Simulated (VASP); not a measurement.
# Ga4O (P6/mmm) in VASP: single point with PBE

Aim: the single point of Ga4O with PBE.

Everything below comes from runs of VASP 6.6.1. Logs are shortened: lines on timing, memory, paths and dates and some standing lists are left out, and cuts for length are marked.

## (1) The cell of the first run

It takes space group P6/mmm (No. 191, hexagonal). The conventional cell has a = 4.423 Å, b = 4.423 Å, c = 5.567 Å, α = 90.00°, β = 90.00°, γ = 120.00°. Within 3.4 Å of Ga (site symmetry 3m) lie 5 Ga at 2.55 to 2.80 Å and 3 O at 2.91 Å. O (site symmetry 6/mmm) has 12 Ga at 2.91 Å within 3.8 Å.

## (2) Single point, PBE, collinear spin, ferromagnetic start

Contents of INCAR:

```
SYSTEM = Ga4O
ALGO = Normal
EDIFF = 1E-6
ENCUT = 520
GGA = PE
ISIF = 2
ISMEAR = 0
ISPIN = 2
LASPH = .TRUE.
LCHARG = .FALSE.
LORBIT = 11
LREAL = .FALSE.
LWAVE = .FALSE.
MAGMOM = 0 0 0 0 1
NBANDS = 41
NELM = 150
PREC = Accurate
SIGMA = 0.1
```

Contents of KPOINTS:

```
k-points
0
G
  6 6 4
  0 0 0
```

Contents of POSCAR:

```
Ga4O
1.0
    4.4229075988      0.0000000000      0.0000000000
   -2.2114537994      3.8303503392      0.0000000000
    0.0000000000      0.0000000000      5.5672922727
Ga O
4 1
Direct
    0.3333333333      0.6666666667      0.7481680373
    0.3333333333      0.6666666667      0.2518319627
    0.6666666667      0.3333333333      0.2518319627
    0.6666666667      0.3333333333      0.7481680373
    0.0000000000      0.0000000000      0.0000000000
```

Potentials or basis: VASP PAW PBE potentials, release 64 (Ga_d, O).

Run with:

```bash
cat potpaw_PBE.64/Ga_d/POTCAR potpaw_PBE.64/O/POTCAR > POTCAR
mpirun -np 1 vasp_std > vasp.out
```

OUTCAR:

```text
SYSTEM = Ga4O
   EDIFF = 1E-6
   ENCUT = 520
   GGA = PE
   ISIF = 2
   ISMEAR = 0
   ISPIN = 2
   LASPH = .TRUE.
   LORBIT = 11
   LREAL = .FALSE.
   NELM = 150
   PREC = Accurate

 ion  position               nearest neighbor table
   1  0.333  0.667  0.748-   4 2.55   4 2.55   4 2.55   2 2.76   2 2.80
   2  0.333  0.667  0.252-   3 2.55   3 2.55   3 2.55   1 2.76   1 2.80
   3  0.667  0.333  0.252-   2 2.55   2 2.55   2 2.55   4 2.76   4 2.80
   4  0.667  0.333  0.748-   1 2.55   1 2.55   1 2.55   3 2.76   3 2.80
   5  0.000  0.000  0.000-

  LATTYP: Found a hexagonal cell.
 ALAT       =     4.4229075988
 C/A-ratio  =     1.2587403531

  Lattice vectors:

 A1 = (   4.4229075988,   0.0000000000,   0.0000000000)
 A2 = (  -2.2114537994,   3.8303503392,   0.0000000000)
 A3 = (   0.0000000000,   0.0000000000,   5.5672922727)

Analysis of symmetry for initial positions (statically):
=====================================================================
 Subroutine PRICEL returns:
 Original cell was already a primitive cell.

 Routine SETGRP: Setting up the symmetry group for a
 hexagonal supercell.

 Subroutine GETGRP returns: Found 24 space group operations
 (whereof 24 operations were pure point group operations)
 out of a pool of 24 trial point group operations.

The static configuration has the point symmetry D_6h.

Analysis of symmetry for dynamics (positions and initial velocities):
=====================================================================
 Subroutine PRICEL returns:
 Original cell was already a primitive cell.

 Routine SETGRP: Setting up the symmetry group for a
 hexagonal supercell.

 Subroutine GETGRP returns: Found 24 space group operations
 (whereof 24 operations were pure point group operations)
 out of a pool of 24 trial point group operations.

The dynamic configuration has the point symmetry D_6h.

Analysis of structural, dynamic, and magnetic symmetry:
=====================================================================
 Subroutine PRICEL returns:
 Original cell was already a primitive cell.

 Routine SETGRP: Setting up the symmetry group for a
 hexagonal supercell.

 Subroutine GETGRP returns: Found 24 space group operations
 (whereof 24 operations were pure point group operations)
 out of a pool of 24 trial point group operations.

The overall configuration has the point symmetry D_6h.

 Subroutine INISYM returns: Found 24 space group operations
 (whereof 24 operations are pure point group operations),
[... 128 lines left out ...]
   LRPA    =     F    only Hartree local field effects (RPA)
 spin polarized calculation
 Gauss-broadening in eV      SIGMA  =   0.10
  energy-cutoff  :      520.00
  volume of cell :       94.32
 maximum number of plane-waves:      2570
 NGX is ok and might be reduce to    36
   NGX = 17   NGY = 17   NGZ = 21

 number of electron      58.0000004 magnetization       0.0000457

 number of electron      58.0000004 magnetization      -0.0000249

 Free energy of the ion-electron system (eV)
  ---------------------------------------------------
  ext. energy  EPLUGINS =         0.00000000
  ---------------------------------------------------
  free energy    TOTEN  =       -15.72277875 eV

  energy without entropy =      -15.70423711  energy(sigma->0) =      -15.71350793

 E-fermi :   3.7549     XC(G=0): -10.2397

 val. band max:        3.7023691339   @ k =   0.1667   0.1667   0.5000
 cond. band min:       3.7659347325   @ k =   0.1667   0.0000   0.2500
 fundamental gap:      0.0635655986
 Fermi energy:         3.7548885782

 spin component 1

 k-point     1 :       0.0000    0.0000    0.0000
  band No.  band energies     occupation
      1     -12.7001      1.00000
      2     -11.3313      1.00000
      3     -11.1663      1.00000
      4     -11.1663      1.00000
      5     -11.1034      1.00000
      6     -11.0888      1.00000
[... 913 lines left out ...]
     40      12.9288      0.00000
     41      14.8045      0.00000
 Fermi energy:         3.7548885782

 spin component 2

 k-point     1 :       0.0000    0.0000    0.0000
  band No.  band energies     occupation
      1     -12.7000      1.00000
      2     -11.3313      1.00000
      3     -11.1663      1.00000
      4     -11.1663      1.00000
      5     -11.1034      1.00000
      6     -11.0889      1.00000
[... 913 lines left out ...]
     40      12.9288      0.00000
     41      14.8045      0.00000

------------------------ aborting loop because EDIFF is reached ----------------------------------------

  FORCE on cell =-STRESS in cart. coord.  units (eV):
  Direction    XX          YY          ZZ          XY          YZ          ZX
  --------------------------------------------------------------------------------------
  -------------------------------------------------------------------------------------
  Total        0.0987658      0.0987658      0.1134251      0.0000000      0.0000000      0.0000000
  in kB        1.6777483      1.6777483      1.9267677      0.0000000      0.0000000      0.0000000
  external PRESSURE =       1.7607548 kB  Pullay stress =       0.0000000 kB

 VOLUME and BASIS-vectors are now :
 -----------------------------------------------------------------------------
  energy-cutoff  :      520.00
  volume of cell :       94.32
      direct lattice vectors                 reciprocal lattice vectors
     4.422907599  0.000000000  0.000000000     0.226095612  0.130536362  0.000000000
    -2.211453799  3.830350339  0.000000000     0.000000000  0.261072725  0.000000000
     0.000000000  0.000000000  5.567292273     0.000000000  0.000000000  0.179620532

 POSITION                                       TOTAL-FORCE (eV/Angst)
 -----------------------------------------------------------------------------------
     -0.00000      2.55357      4.16527         0.000000      0.000000      0.006836
     -0.00000      2.55357      1.40202        -0.000000      0.000000     -0.006836
      2.21145      1.27678      1.40202         0.000000     -0.000000     -0.006836
      2.21145      1.27678      4.16527        -0.000000     -0.000000      0.006836
      0.00000      0.00000      0.00000        -0.000000      0.000000      0.000000
 -----------------------------------------------------------------------------------
    total drift:                                0.000000      0.000000      0.000000

  FREE ENERGIE OF THE ION-ELECTRON SYSTEM (eV)
  ---------------------------------------------------
  free  energy   TOTEN  =       -15.7227787457 eV

  energy  without entropy=      -15.7042371128  energy(sigma->0) =      -15.71350793

 total charge

# of ion       s       p       d       tot
------------------------------------------
    1        1.051   0.556   9.954  11.561
    2        1.051   0.556   9.954  11.561
    3        1.051   0.556   9.954  11.561
    4        1.051   0.556   9.954  11.561
    5        1.607   3.137   0.000   4.744
--------------------------------------------------
tot          5.810   5.361  39.817  50.988

 magnetization (x)

# of ion       s       p       d       tot
------------------------------------------
    1       -0.000   0.000   0.000  -0.000
    2       -0.000   0.000   0.000  -0.000
    3       -0.000   0.000   0.000  -0.000
    4       -0.000   0.000   0.000  -0.000
    5       -0.000   0.000   0.000   0.000
--------------------------------------------------
tot         -0.000   0.000   0.000   0.000
```

OSZICAR:

```text
N       E                     dE             d eps       ncg     rms          rms(c)
DAV:   1     0.482296224166E+03    0.48230E+03   -0.26695E+04  3765   0.251E+03
DAV:   2     0.592447161835E+02   -0.42305E+03   -0.40273E+03  3524   0.581E+02
DAV:   3    -0.139053096616E+02   -0.73150E+02   -0.70515E+02  4027   0.164E+02
DAV:   4    -0.177570414440E+02   -0.38517E+01   -0.38235E+01  3997   0.396E+01
DAV:   5    -0.178545069647E+02   -0.97466E-01   -0.97394E-01  4080   0.628E+00    0.107E+01
DAV:   6    -0.186320161589E+02   -0.77751E+00   -0.42997E+01  4812   0.200E+01    0.160E+01
DAV:   7    -0.158486596016E+02    0.27834E+01   -0.27728E+01  4627   0.108E+01    0.255E+00
DAV:   8    -0.157651048931E+02    0.83555E-01   -0.11058E+00  3764   0.372E+00    0.135E+00
DAV:   9    -0.157293963142E+02    0.35709E-01   -0.38846E-01  4773   0.161E+00    0.986E-01
DAV:  10    -0.157228186151E+02    0.65777E-02   -0.44146E-02  3743   0.842E-01    0.316E-01
DAV:  11    -0.157224191064E+02    0.39951E-03   -0.45600E-03  4653   0.264E-01    0.137E-01
DAV:  12    -0.157225860509E+02   -0.16694E-03   -0.11084E-03  4119   0.109E-01    0.447E-02
DAV:  13    -0.157227906381E+02   -0.20459E-03   -0.34108E-04  3767   0.702E-02    0.497E-02
DAV:  14    -0.157227824994E+02    0.81387E-05   -0.32989E-05  3725   0.276E-02    0.292E-02
DAV:  15    -0.157227772336E+02    0.52658E-05   -0.32477E-05  3436   0.185E-02    0.717E-03
DAV:  16    -0.157227786842E+02   -0.14506E-05   -0.69091E-06  3549   0.914E-03    0.357E-03
DAV:  17    -0.157227787457E+02   -0.61442E-07   -0.35966E-07  2653   0.299E-03
   1 F= -.15722779E+02 E0= -.15713508E+02  d E =-.185416E-01  mag=    -0.0000
```

stdout:

```text
POSCAR found type information on POSCAR GaO
 POSCAR found :  2 types and       5 ions
 scaLAPACK will be used
 LDA part: xc-table for (Slater+PW92), standard interpolation
 POSCAR, INCAR and KPOINTS ok, starting setup
 FFT: planning ... GRIDC
 FFT: planning ... GRID_SOFT
 FFT: planning ... GRID
 WAVECAR not read
 entering main loop
```

Run time: 6 min. Hardware: 1 thread of Intel Xeon 8259CL, shared host; peak memory 0.32 GiB.

What came out:

| Quantity | Value |
| --- | --- |
| Free energy | -15.7228 eV |
| Pressure | 0.2 GPa |
| Largest force | 0.007 eV/Å |
| Band gap on the k mesh | zero (filled and empty bands overlap) |
| Net moment | 0.00 μB per cell |
| Valence electrons inside the program's atomic spheres | Ga 11.56; O 4.74 |

Forces on the atoms (eV/Å):
```
Ga   0.000  0.000  0.007
Ga   0.000  0.000 -0.007
Ga   0.000  0.000 -0.007
Ga   0.000  0.000  0.007
O    0.000  0.000  0.000
```

Levels at points of the mesh, in eV from the Fermi level:
Spin up:
```tsv
k point	band 27	band 28	band 29	band 30	band 31	band 32
(0.00, 0.00, 0.00)	-1.23	-0.83	-0.38	-0.38	2.63	2.63
(0.50, 0.00, 0.00)	-3.02	-0.67	-0.24	0.24	0.50	1.30
(0.00, 0.00, 0.50)	-0.22	-0.08	0.71	0.71	0.80	0.80
(0.50, 0.00, 0.50)	-1.70	-0.75	-0.65	1.55	2.81	2.85
```
Spin down:
| k point | band 25 | band 26 | band 27 | band 28 | band 29 | band 30 | band 31 | band 32 | band 33 | band 34 |
| --- | --- | --- | --- | --- | --- | --- | --- | --- | --- | --- |
| (0.00, 0.00, 0.00) | -2.21 | -2.21 | -1.23 | -0.83 | -0.38 | -0.38 | 2.63 | 2.63 | 2.98 | 3.73 |
| (0.50, 0.00, 0.00) | -3.51 | -3.30 | -3.02 | -0.67 | -0.24 | 0.24 | 0.50 | 1.30 | 1.61 | 6.08 |
| (0.00, 0.00, 0.50) | -2.18 | -1.63 | -0.22 | -0.08 | 0.71 | 0.71 | 0.80 | 0.80 | 1.90 | 2.34 |
| (0.50, 0.00, 0.50) | -4.89 | -2.99 | -1.70 | -0.75 | -0.65 | 1.55 | 2.81 | 2.85 | 3.14 | 3.72 |
